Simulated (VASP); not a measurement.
A run of VASP 6.6.1:

Contents of INCAR:

```
SYSTEM = ZnO
PREC = Accurate ; ENCUT = 520
EDIFF = 1E-7 ; ISMEAR = -1
SIGMA = 0.02 ; LREAL = .FALSE.
LASPH = .TRUE. ; NELM = 120
ALGO = Normal ; ISIF = 2
LWAVE = .FALSE. ; LCHARG = .FALSE.
GGA = PE ; IBRION = 2
NSW = 80 ; EDIFFG = -0.02
GGA_COMPAT = .FALSE. ; NELMIN = 4
```

KPOINTS

```
regular mesh
0
G
  11 11 6
  0 0 0
```

File POSCAR:

```
ZnO
1.0
    3.2494000000      0.0000000000      0.0000000000
   -1.6247000000      2.8140629471      0.0000000000
    0.0000000000      0.0000000000      5.0476860000
Zn O
2 2
Direct
    0.3333333333      0.6666666667      0.0004799578
    0.6666666667      0.3333333333      0.5004799578
    0.3333333333      0.6666666667      0.3816200422
    0.6666666667      0.3333333333      0.8816200422
```

Potentials or basis: VASP PAW PBE potentials, release 64 (Zn, O).

Command:

```console
$ cat potpaw_PBE.64/Zn/POTCAR potpaw_PBE.64/O/POTCAR > POTCAR
$ mpirun -np 1 vasp_std > vasp.out
```

Hardware: 1 thread of AMD EPYC 7R43 64-Core Processor (Zen 3), on a shared host.

**Question.** Estimate the wall time of this run.

**Answer.** It took 100 s on 1 thread of AMD EPYC 7R43 64-Core Processor (Zen 3), on a shared host, peak memory 0.16 GiB. Counts: scf iterations 32, k points 64, ion steps 3.
